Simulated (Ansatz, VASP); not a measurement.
One calculation of GeIrPt6, two programs

```
Ge Ir Pt
1.0
     5.22518    0.00000    0.00000
     0.00000    5.22518    0.00000
     0.00000    0.00000    5.22518
Ge Ir Pt
1 1 6
Direct
  0.00000 0.00000 0.00000
  0.50000 0.50000 0.50000
  0.00000 0.50000 0.50000
  0.50000 0.00000 0.50000
  0.50000 0.50000 0.00000
  0.50000 0.00000 0.00000
  0.00000 0.50000 0.00000
  0.00000 0.00000 0.50000
```

Alike in both runs: functional PBE; k mesh 3 × 3 × 3; occupations gaussian, width 0.2 eV; no spin polarisation.

Ansatz relaxed the structure, and its values are those at the end. VASP's run is a single point on that final structure, the one shown.

```csv
,VASP,Ansatz
version,VASP 6.6.1,Ansatz 0.2.0
potentials or method,"VASP PAW PBE potentials, release 64 (Ge_d, Ir, Pt), cutoff 500 eV","scalar-relativistic, plane waves, PAW"
valence electrons in the cell,83,139
```

|  | VASP | Ansatz | Ansatz less VASP |
| --- | --- | --- | --- |
| gap on the k mesh at the Fermi level (eV) | none | none | - |
| pressure (GPa) | -0.3 | 0.0 | +0.27 |

A gap of «none» marks a metal or a gap that the smearing closes. VASP's potentials hold 83 valence electrons a cell and Ansatz's 139, so a difference there can come from the potentials and not from the codes.

The k mesh is coarse, so the values compare programs but aren't converged. Spin-orbit coupling is off throughout.
